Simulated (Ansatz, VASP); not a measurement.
Two plane-wave programs on Mg3BeS

```xyz
10
Lattice="7.2654 0.0000 0.0000 -3.6327 6.2920 0.0000 0.0000 0.0000 4.2485" Properties=species:S:1:pos:R:3 pbc="T T T"
Mg   -2.4042    4.1642    3.2066
Mg    1.2285    2.1278    3.2066
Mg    4.8084    0.0000    3.2066
Mg    2.4042    4.1642    1.0419
Mg   -1.2285    2.1278    1.0419
Mg    2.4570    0.0000    1.0419
Be    0.0000    0.0000    1.0905
Be    0.0000    0.0000    3.1580
S     3.6327    2.0973    2.1243
S     0.0000    4.1947    2.1243
```

Change from the starting cell: species swapped into the AlSiTe3 type (P-31m, No. 162).

Alike in both runs: task relaxation of cell and atoms; functional PBE; k mesh 6 × 6 × 10; occupations gaussian, width 0.1 eV; no spin polarisation.

|  | VASP | Ansatz |
| --- | --- | --- |
| version | VASP 6.6.1 | Ansatz 0.2.0 |
| potentials or method | VASP PAW PBE potentials, release 64 (Mg, Be, S), cutoff 600 eV | scalar-relativistic, plane waves, PAW |
| valence electrons in the cell | 28 | 76 |

```csv
,VASP,Ansatz,Ansatz less VASP
"gap on the k mesh at the Fermi level, each at its own relaxed structure (eV)",none,none,-
relaxed volume (Å³/atom),19.34,19.39,+0.047
relaxed length of the cell vector where the two differ most in proportion (Å),7.303,7.310,+0.0065
```

A gap of «none» marks a metal or a gap that the smearing closes. VASP's potentials hold 28 valence electrons a cell and Ansatz's 76, so a difference there can come from the potentials and not from the codes.
